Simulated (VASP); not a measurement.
A run of VASP 6.6.1:

The input INCAR:

```
ALGO = Normal
EDIFF = 1E-7
ENCUT = 520
GGA = PS
ISIF = 2
ISMEAR = -1
LASPH = T
LCHARG = T
LELF = T
LREAL = F
LVHAR = T
LWAVE = F
NBANDS = 10
NELM = 80
PREC = Accurate
SIGMA = 0.1
```

File KPOINTS:

```
k-points
0
Gamma
  9 9 9
```

The input POSCAR:

```
Rb
1.0
    3.7928291730      0.0000000000      0.0000000000
    0.0000000000      3.7928291730      0.0000000000
    0.0000000000      0.0000000000      3.7928291730
Rb
1
Direct
    0.0000000000      0.0000000000      0.0000000000
```

Potentials or basis: VASP PAW PBE potentials, release 64 (Rb_sv).

Run with:

```console
$ cat potpaw_PBE.64/Rb_sv/POTCAR > POTCAR
$ mpirun -np 1 vasp_std > vasp.out
```

Hardware: 1 thread of Intel(R) Xeon(R) Platinum 8259CL CPU @ 2.50GHz (Skylake/Cascade Lake) (shared host).

Q: How long does it take, and how much memory?

A: Run time: 15 s on 1 thread of Intel(R) Xeon(R) Platinum 8259CL CPU @ 2.50GHz (Skylake/Cascade Lake) (shared host), peak memory 0.16 GiB. Counts: scf iterations 12, k points 35.
